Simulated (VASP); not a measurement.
A run of VASP 6.6.1 is set up as follows.

INCAR

```
SYSTEM = PbO
PREC = Accurate ; ENCUT = 910
EDIFF = 1E-7 ; ISMEAR = -1
SIGMA = 0.02 ; LREAL = .False.
LASPH = .True. ; NELM = 120
ALGO = Normal ; ISIF = 3
LWAVE = .False. ; LCHARG = .False.
GGA = PE ; IBRION = 2
NSW = 80 ; EDIFFG = -0.005
GGA_COMPAT = .False. ; NELMIN = 4
```

KPOINTS

```
regular mesh
0
Gamma
  12 12 6
  0 0 0
```

File POSCAR:

```
PbO
1.0
    3.0477248700      0.0000000000      0.0000000000
   -1.5238624350      2.6394071612      0.0000000000
    0.0000000000      0.0000000000      4.9677915381
Pb O
2 2
Direct
    0.0000000000      0.0000000000      0.0000000000
    0.0000000000      0.0000000000      0.5000000000
    0.3333333333      0.6666666667      0.2500000000
    0.6666666667      0.3333333333      0.7500000000
```

Potentials or basis: VASP PAW PBE potentials, release 64 (Pb_d, O_h).

Run with:

```bash
$ cat potpaw_PBE.64/Pb_d/POTCAR potpaw_PBE.64/O_h/POTCAR > POTCAR
$ mpirun -np 1 vasp_std > vasp.out
```

Question: Estimate the relaxed volume.

Answer: 16.69 Å³/atom.

Question: Estimate the relaxed cell.

Answer: a = 3.522 Å, b = 3.522 Å, c = 6.214 Å, α = 90.00°, β = 90.00°, γ = 120.00°.

Final structure:
```
Pb O
1.0
     3.52163    0.00000    0.00000
    -1.76082    3.04982    0.00000
     0.00000    0.00000    6.21426
Pb O
2 2
Direct
  0.00000 0.00000 0.00000
  0.00000 0.00000 0.50000
  0.33333 0.66667 0.25000
  0.66667 0.33333 0.75000
```

Caveat: the cutoff is under 1.25 times the usual one of these potentials, so pressure, stress and relaxed cells hold a basis-set (Pulay) error; the volume moved by over 15 % at a fixed basis, so the end points are rough.
